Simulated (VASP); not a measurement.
# GaAs (F-43m) in VASP: settings compared

Aim: see how the results for GaAs move with the level of theory and the settings. Levels: PBE, PBEsol+D3(BJ). Tasks: elastic constants.

Everything below comes from runs of VASP 6.6.1. Logs are shortened: lines on timing, memory, paths and dates and some standing lists are left out, and cuts for length are marked.

### Step 1. The cell of the first run

Symmetry: F-43m, No. 216, cubic system. The conventional cell has a = 5.654 Å, b = 5.654 Å, c = 5.654 Å, α = 90.00°, β = 90.00°, γ = 90.00°. Within 3.2 Å of As (site symmetry -43m) lie 4 Ga at 2.45 Å. Ga (site symmetry -43m) has 4 As at 2.45 Å within 3.2 Å.

### Step 2. Elastic constants, PBE

Input file INCAR:

```
  ALGO = Normal
  EDIFF = 1E-8
  ENCUT = 600
  GGA = PE
  IBRION = 6
  ISIF = 3
  ISMEAR = -1
  LASPH = T
  LCHARG = T
  LREAL = F
  LWAVE = F
  NBANDS = 16
  NELM = 100
  NFREE = 2
  NSW = 1
  POTIM = 0.015
  PREC = Accurate
  SIGMA = 0.05
```

Input file KPOINTS:

```
k-points
0
Gamma
  6 6 6
```

Input file POSCAR:

```
GaAs
1.0
    0.0000000000      2.8268500000      2.8268500000
    2.8268500000      0.0000000000      2.8268500000
    2.8268500000      2.8268500000      0.0000000000
As Ga
1 1
Direct
    0.7500000000      0.7500000000      0.7500000000
    0.0000000000      0.0000000000      0.0000000000
```

Potentials or basis: VASP PAW PBE potentials, release 64 (As, Ga_d).

On the command line:

```sh
cat potpaw_PBE.64/As/POTCAR potpaw_PBE.64/Ga_d/POTCAR > POTCAR
mpirun -np 1 vasp_std > vasp.out
```

OUTCAR:

```text
EDIFF = 1E-8
   ENCUT = 600
   GGA = PE
   IBRION = 6
   ISIF = 3
   ISMEAR = -1
   LASPH = T
   LREAL = F
   NELM = 100
   NFREE = 2
   NSW = 1
   POTIM = 0.015
   PREC = Accurate

 ion  position               nearest neighbor table
   1  0.750  0.750  0.750-   2 2.45   2 2.45   2 2.45   2 2.45
   2  0.000  0.000  0.000-   1 2.45   1 2.45   1 2.45   1 2.45

  LATTYP: Found a face centered cubic cell.
 ALAT       =     5.6537000000

  Lattice vectors:

 A1 = (   0.0000000000,   2.8268500000,   2.8268500000)
 A2 = (   2.8268500000,   0.0000000000,   2.8268500000)
 A3 = (   2.8268500000,   2.8268500000,   0.0000000000)

Analysis of symmetry for initial positions (statically):
=====================================================================
 Subroutine PRICEL returns:
 Original cell was already a primitive cell.

 Routine SETGRP: Setting up the symmetry group for a
 face centered cubic supercell.

 Subroutine GETGRP returns: Found 24 space group operations
 (whereof 24 operations were pure point group operations)
 out of a pool of 48 trial point group operations.

The static configuration has the point symmetry T_d .

Analysis of symmetry for dynamics (positions and initial velocities):
=====================================================================
 Subroutine PRICEL returns:
 Original cell was already a primitive cell.

 Routine SETGRP: Setting up the symmetry group for a
 face centered cubic supercell.

 Subroutine GETGRP returns: Found 24 space group operations
 (whereof 24 operations were pure point group operations)
 out of a pool of 48 trial point group operations.

The dynamic configuration has the point symmetry T_d .

[... 335 lines left out ...]

 k-point     1 :       0.0000    0.0000    0.0000
  band No.  band energies     occupation
      1     -10.8809      2.00000
      2     -10.8794      2.00000
      3     -10.8776      2.00000
      4     -10.8004      2.00000
      5     -10.8003      2.00000
      6      -8.7855      2.00000
[... 433 lines left out ...]
      3     -10.8533      2.00000
      4     -10.8039      2.00000
      5     -10.7952      2.00000
      6      -6.8965      2.00000
[... 8 lines left out ...]
     15      15.5090      0.00000
     16      15.8129      0.00000

 [... further k-points ...]

------------------------ aborting loop because EDIFF is reached ----------------------------------------

  FORCE on cell =-STRESS in cart. coord.  units (eV):
  Direction    XX          YY          ZZ          XY          YZ          ZX
  --------------------------------------------------------------------------------------
  -------------------------------------------------------------------------------------
  Total        0.9713478      0.9737575      0.9737575      0.0000000      0.1177653      0.0000000
  in kB       34.4466548     34.5321092     34.5321092      0.0000000      4.1762805      0.0000000
  external PRESSURE =      34.5036244 kB  Pullay stress =       0.0000000 kB
[... 17 lines left out ...]
  FREE ENERGIE OF THE ION-ELECTRON SYSTEM (eV)
  ---------------------------------------------------
  free  energy   TOTEN  =        -8.2257839543 eV

  energy  without entropy=       -8.2257232508  energy(sigma->0) =       -8.22575360

 INTERNAL STRAIN TENSORS FROM STRAINED CELLS
 ============================================

 INTERNAL STRAIN TENSOR FOR ION    1 for displacements in x,y,z  (eV/Angst):
          X           Y           Z          XY          YZ          ZX
  --------------------------------------------------------------------------------
  x     0.00000    -0.00000    -0.00000    -0.00000     7.86290     0.00000
  y     0.00000    -0.00000    -0.00000    -0.00000    -0.00000     7.86289
  z     0.00000    -0.00000     0.00000     7.86261    -0.00000    -0.00000

 INTERNAL STRAIN TENSORS FROM DISPLACED ATOMS
 ============================================

 INTERNAL STRAIN TENSOR FOR ION    1 for displacements in x,y,z  (eV/Angst):
          X           Y           Z          XY          YZ          ZX
  --------------------------------------------------------------------------------
  x     0.00000    -0.00000    -0.00000     0.00000     7.85183     0.00000
  y    -0.00000     0.00000    -0.00000     0.00000     0.00000     7.85183
  z    -0.00000    -0.00000     0.00000     7.85183     0.00000     0.00000

 INTERNAL STRAIN TENSOR FOR ION    2 for displacements in x,y,z  (eV/Angst):
          X           Y           Z          XY          YZ          ZX
  --------------------------------------------------------------------------------
  x    -0.00000    -0.00000    -0.00000     0.00000    -7.85251     0.00000
  y    -0.00000    -0.00000    -0.00000     0.00000     0.00000    -7.85251
  z    -0.00000    -0.00000    -0.00000    -7.85251     0.00000     0.00000

 Eigenvectors and eigenvalues of the dynamical matrix
 ----------------------------------------------------

   1 f  =    8.055326 THz    50.613105 2PiTHz  268.696746 cm-1    33.314136 meV
             X         Y         Z           dx          dy          dz
      4.240275  4.240275  4.240275    -0.018498   -0.574577    0.388536
      0.000000  0.000000  0.000000     0.019198    0.596315   -0.403235
[... 21 lines left out ...]
   6 f/i=    0.004731 THz     0.029726 2PiTHz    0.157808 cm-1     0.019566 meV
             X         Y         Z           dx          dy          dz
      4.240275  4.240275  4.240275     0.689396    0.190775   -0.083046
      0.000000  0.000000  0.000000     0.664265    0.183821   -0.080019

--------------------------------------------------------------------------------------------------------

 ELASTIC MODULI CONTR FROM IONIC RELAXATION (kBar)
 Direction    XX          YY          ZZ          XY          YZ          ZX
 --------------------------------------------------------------------------------
 XX          -0.0000     -0.0000     -0.0000     -0.0000     -0.0000     -0.0000
 YY          -0.0000     -0.0000     -0.0000     -0.0000     -0.0000     -0.0000
 ZZ          -0.0000     -0.0000     -0.0000     -0.0000     -0.0000     -0.0000
 XY          -0.0000     -0.0000     -0.0000   -228.0462      0.0000      0.0000
 YZ          -0.0000     -0.0000     -0.0000      0.0000   -228.0462      0.0000
 ZX          -0.0000     -0.0000     -0.0000      0.0000      0.0000   -228.0462
 --------------------------------------------------------------------------------

 TOTAL ELASTIC MODULI (kBar)
 Direction    XX          YY          ZZ          XY          YZ          ZX
 --------------------------------------------------------------------------------
 XX        1127.6596    533.8462    533.8462     -0.0000     -0.0000      0.0000
 YY         533.8462   1127.6596    533.8462     -0.0000     -0.0000     -0.0000
 ZZ         533.8462    533.8462   1127.6596     -0.0000     -0.0000      0.0000
 XY          -0.0000     -0.0000     -0.0000    550.6169      0.0000     -0.0000
 YZ          -0.0000     -0.0000     -0.0000      0.0000    550.6169     -0.0000
 ZX           0.0000     -0.0000      0.0000     -0.0000     -0.0000    550.6169
 --------------------------------------------------------------------------------
```

stdout:

```text
POSCAR found type information on POSCAR AsGa
 POSCAR found :  2 types and       2 ions
 scaLAPACK will be used
 LDA part: xc-table for (Slater+PW92), standard interpolation
 POSCAR, INCAR and KPOINTS ok, starting setup
 FFT: planning ... GRIDC
 FFT: planning ... GRID_SOFT
 FFT: planning ... GRID
 WAVECAR not read
 entering main loop
 Found     2 degrees of freedom:
 Adding 6 more for cell shape distortion
 Finite differences POTIM= 0.01500 DOF=   8
 bond charge predicted
 Finite differences progress:
 bond charge predicted
 Finite differences progress:
 bond charge predicted
 Finite differences progress:
 bond charge predicted
 Finite differences progress:
 bond charge predicted
 Finite differences progress:
 bond charge predicted
 Finite differences progress:
 bond charge predicted
 Finite differences progress:
 bond charge predicted
 Finite differences progress:
 bond charge predicted
 Finite differences progress:
 bond charge predicted
 Finite differences progress:
 bond charge predicted
 Finite differences progress:
 bond charge predicted
 Finite differences progress:
 bond charge predicted
 Finite differences progress:
 bond charge predicted
 Finite differences progress:
 bond charge predicted
 Finite differences progress:
 bond charge predicted
 Finite differences progress:
```

Run time: 11 min. Hardware: 1 thread of Intel Xeon 8259CL, shared host; peak memory 0.26 GiB.

Results:

* Elastic constants C11, C12, C44: 113, 53, 55 GPa
* Voigt bulk modulus: 73 GPa
* Highest phonon frequency at Γ, LO-TO splitting left out: 269 cm⁻¹

Phonon frequencies in cm⁻¹ (negative: imaginary):
| q point | frequencies |
| --- | --- |
| (0.000, 0.000, 0.000) | 0 0 0 269 269 269 |

Elastic tensor in Voigt notation (GPa, in the Cartesian axes of the cell as first typed):
```
113  53  53   0   0   0
 53 113  53   0   0   0
 53  53 113   0   0   0
  0   0   0  55   0   0
  0   0   0   0  55   0
  0   0   0   0   0  55
```

Clamped-ion elastic tensor (GPa):
```
113  53  53   0   0   0
 53 113  53   0   0   0
 53  53 113   0   0   0
  0   0   0  78   0   0
  0   0   0   0  78   0
  0   0   0   0   0  78
```

Caveat: the cell is under stress, which shifts elastic constants.

### Step 3. Elastic constants, PBEsol+D3(BJ)

Input file INCAR:

```
ALGO = Normal
EDIFF = 1E-8
ENCUT = 600
GGA = PS
IBRION = 6
ISIF = 3
ISMEAR = 0
IVDW = 12
LASPH = True
LCHARG = False
LREAL = False
LWAVE = False
NBANDS = 16
NELM = 60
NFREE = 2
NSW = 1
POTIM = 0.015
PREC = Accurate
SIGMA = 0.1
```

KPOINTS is that of step 2.

Input file POSCAR:

```
GaAs
1.0
    3.9977696088      0.0000000000      0.0000000000
    1.9988848044      3.4621700397      0.0000000000
    1.9988848044      1.1540566799      3.2641652169
As Ga
1 1
Direct
    0.7500000000      0.7500000000      0.7500000000
    0.0000000000      0.0000000000      0.0000000000
```

Potentials or basis: VASP PAW PBE potentials, release 64 (As, Ga_d).

On the command line:

```sh
cat potpaw_PBE.64/As/POTCAR potpaw_PBE.64/Ga_d/POTCAR > POTCAR
mpirun -np 1 vasp_std > vasp.out
```

It took 14 min on 1 thread of Intel Xeon 8259CL, shared host; peak memory 0.37 GiB.

It converged, with:

```yaml
Voigt_bulk_modulus: 68 GPa
Highest_phonon_frequency_at_Γ_LO-TO_splitting_left_out: 265 cm⁻¹
Dispersion_energy_per_atom: -0.299 eV
```

Phonon frequencies in cm⁻¹ (negative: imaginary):
```
              q point        frequencies
(0.000, 0.000, 0.000)  0 0 0 265 265 265
```

Elastic tensor in Voigt notation (GPa, in the Cartesian axes of the cell as first typed):
```
134  40  32  12   0   0
 40 134  32 -12   0   0
 32  32 142   0   0   0
 12 -12   0  39   0   0
  0   0   0   0  39  12
  0   0   0   0  12  47
```

Clamped-ion elastic tensor (GPa):
```
154  33  18  21   0   0
 33 154  18 -21   0   0
 18  18 169   0   0   0
 21 -21   0  46   0   0
  0   0   0   0  46  21
  0   0   0   0  21  60
```

Caveat: the cell is under stress, which shifts elastic constants; the PAW data sets were made with another functional, which shifts forces and pressure a little.
